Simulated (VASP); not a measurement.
# Se: single point with BLYP

Se:

```xyz
1
Lattice="0.0000 2.2552 2.2552 2.2552 0.0000 2.2552 2.2552 2.2552 0.0000" Properties=species:S:1:pos:R:3 pbc="T T T"
Se    0.0000    0.0000    0.0000
```

```
Program             : VASP 6.6.1
Task                : single point
Functional          : BLYP
Potentials or basis : VASP PAW PBE potentials, release 64 (Se)
Cutoff              : 520 eV
k mesh              : 14 × 14 × 14
Occupations         : fermi-dirac, width 0.1 eV
Spin                : no spin polarisation
```

```yaml
Pressure: 0.2 GPa
Band_gap_on_the_k_mesh: zero (band 3 reaches 6.80 eV, above the bottom of band 4 at 2.75 eV)
```

Levels at points of the mesh, in eV from the Fermi level:
```csv
k point,band 1,band 2,band 3,band 4,band 5,band 6,band 7
"(0.00, 0.00, 0.00)",-15.02,2.39,2.39,2.39,10.08,11.96,11.96
"(0.50, 0.00, 0.00)",-12.53,-5.61,1.37,1.37,8.38,11.20,11.20
"(0.50, 0.50, 0.00)",-11.60,-4.91,-0.70,-0.70,5.61,6.57,21.40
```

It took 20 s on 1 thread of Intel(R) Xeon(R) Platinum 8259CL CPU @ 2.50GHz (Skylake/Cascade Lake) (shared host), peak memory 0.15 GiB.

Caveat: the PAW data sets were made with another functional, which shifts forces and pressure a little.
